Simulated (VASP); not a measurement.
Wanted: the native input for a VASP 6.6.1 run.

| Quantity | Value |
| --- | --- |
| Task | single point |
| Functional | PBE |
| Potentials or basis | VASP PAW PBE potentials, release 64 (Cu, O) |
| Cutoff | 520 eV |
| k mesh | 10 × 10 × 5 |
| Occupations | fermi-dirac, width 0.05 eV |
| Spin | no spin polarisation |
| Dipole correction | no |
| k mesh for the DOS | 15 × 15 × 8 |
| Occupations for the DOS | tetrahedron |
| Further INCAR settings | ALGO = Normal; EDIFF = 1e-06 |

Crystal: CuO.

```
CELL_PARAMETERS angstrom
2.34185 -1.71130 0.00000
2.34185 1.71130 0.00000
-0.85003 0.00000 5.05787
ATOMIC_POSITIONS crystal
Cu 0.50000 0.00000 0.50000
Cu 0.00000 0.50000 0.00000
O 0.41840 0.58160 0.75000
O 0.58160 0.41840 0.25000
```

One way to write it, as run:

POSCAR

```
CuO
1.0
    2.3418500000     -1.7113000000      0.0000000000
    2.3418500000      1.7113000000      0.0000000000
   -0.8500274268      0.0000000000      5.0578693947
Cu O
2 2
Direct
    0.5000000000      0.0000000000      0.5000000000
    0.0000000000      0.5000000000      0.0000000000
    0.4184000000      0.5816000000      0.7500000000
    0.5816000000      0.4184000000      0.2500000000
```

INCAR.step1

```
SYSTEM = CuO
  PREC = Accurate
  ENCUT = 520
  EDIFF = 1E-6
  ISMEAR = -1
  SIGMA = 0.05
  LREAL = .False.
  LASPH = .True.
  NELM = 80
  ALGO = Normal
  ISIF = 2
  LWAVE = .False.
  LCHARG = .True.
  LMAXMIX = 4
  GGA = PE
  NBANDS = 25
```

KPOINTS.step1

```
regular mesh
0
Gamma
  10 10 5
  0 0 0
```

INCAR.step2

```
SYSTEM = CuO
  PREC = Accurate
  ENCUT = 520
  EDIFF = 1E-6
  ISMEAR = -5
  SIGMA = 0.05
  LREAL = .False.
  LASPH = .True.
  NELM = 80
  ALGO = Normal
  ISIF = 2
  LWAVE = .False.
  LCHARG = .False.
  LMAXMIX = 4
  GGA = PE
  LORBIT = 11
  NEDOS = 2001
  ICHARG = 11
```

KPOINTS.step2

```
regular mesh
0
Gamma
  15 15 8
  0 0 0
```

Potentials or basis: VASP PAW PBE potentials, release 64 (Cu, O).

Command:

```sh
$ cat potpaw_PBE.64/Cu/POTCAR potpaw_PBE.64/O/POTCAR > POTCAR
$ cp INCAR.step1 INCAR
$ cp KPOINTS.step1 KPOINTS
$ mpirun -np 1 vasp_std > vasp.out
$ cp INCAR.step2 INCAR
$ cp KPOINTS.step2 KPOINTS
$ mpirun -np 1 vasp_std > vasp.out
```

Results of the run:

* Valence electrons inside the program's atomic spheres: Cu 9.91; O 4.96

Run time: 6.3 min on 1 thread of Intel(R) Xeon(R) Platinum 8175M CPU @ 2.50GHz (Skylake/Cascade Lake), on a shared host, peak memory 0.45 GiB.
